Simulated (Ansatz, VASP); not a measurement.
This is a calculation of Te2Mo for VASP 6.6.1.

Contents of POSCAR:

```
Te2Mo
1.0
    3.5121156613      0.0000000000      0.0000000000
   -1.7560578307      3.0415813837      0.0000000000
    0.0000000000      0.0000000000     17.2872171948
Te Mo
2 1
Direct
    0.3333333333      0.6666666667      0.1021445500
    0.3333333333      0.6666666667      0.8978554500
    0.0000000000      0.0000000000      0.0000000000
```

The input INCAR.step1:

```
  PREC = Accurate
  ENCUT = 520
  ISMEAR = -1
  SIGMA = 0.05
  LREAL = F
  LASPH = T
  NELM = 100
  NBANDS = 20
  GGA = PE
  ALGO = Normal
  EDIFF = 1E-4
  LWAVE = T
  LCHARG = F
```

File INCAR.step2:

```
  PREC = Accurate
  ENCUT = 520
  EDIFF = 1E-7
  ISMEAR = -1
  SIGMA = 0.05
  LREAL = F
  LASPH = T
  NELM = 100
  ALGO = Normal
  ISIF = 2
  LWAVE = F
  LCHARG = F
  METAGGA = R2SCAN
  LMIXTAU = T
  NBANDS = 20
  ISTART = 1
```

Contents of KPOINTS:

```
regular mesh
0
Gamma
  9 9 2
```

Potentials or basis: VASP PAW PBE potentials, release 64 (Te, Mo_sv).

The run is started by

```bash
$ cat potpaw_PBE.64/Te/POTCAR potpaw_PBE.64/Mo_sv/POTCAR > POTCAR
$ cp INCAR.step1 INCAR
$ mpirun -np 1 vasp_std > vasp.out
$ cp INCAR.step2 INCAR
$ mpirun -np 1 vasp_std > vasp.out
```

Task: Translate it to Ansatz 0.2.0. Potentials there: Ansatz PAW.

Result: As run (the cutoff follows the program's own potentials):

File input.yaml:

```yaml
crystal:
  lattice:
    - [3.5121156613, 0.0, 0.0]
    - [-1.7560578307, 3.0415813837, 0.0]
    - [0.0, 0.0, 17.2872171948]
  atoms:
    - { symbol: Te, position: [0.3333333333, 0.6666666667, 0.10214455] }
    - { symbol: Te, position: [0.3333333333, 0.6666666667, 0.89785545] }
    - { symbol: Mo, position: [0.0, 0.0, 0.0] }
hamiltonian:
  xc: r2scan
  pseudopotentials: { kind: paw }
kpoints:
  mp_grid: { grid: [9, 9, 2] }
scf:
  occupations: { method: fermi_dirac, width: 0.05 }
output:
  forces: true
  stress: true
  eigenvalues: true
```

Potentials or basis: Ansatz PAW.

Run with:

```sh
$ ansatz run input.yaml --threads 2 --pin off --max-ram 5632MiB --backend cpu --events-out ev --progress --plain --runs-dir out
```

Both were run:

|  | VASP | Ansatz | Ansatz less VASP |
| --- | --- | --- | --- |
| gap on the k mesh at the Fermi level (eV) | 1.20 | 1.20 | -0.001 |
| least direct gap on the mesh (eV) | 1.20 | 1.20 | -0.001 |
| rms of the force components (eV/Å) | 0.308 | 0.294 | -0.0140 |

VASP's potentials were made for PBE, not for r2SCAN. Atom by atom the forces differ by 0.014 eV/Å (rms over components). VASP's potentials hold 26 valence electrons a cell and Ansatz's 46, so a difference there can come from the potentials and not from the codes.

Spin-orbit coupling is off throughout. Noted on Ansatz's run: odd divisions of the mesh miss points on the zone boundary, where band edges often lie, so the gap on the mesh can be too wide.
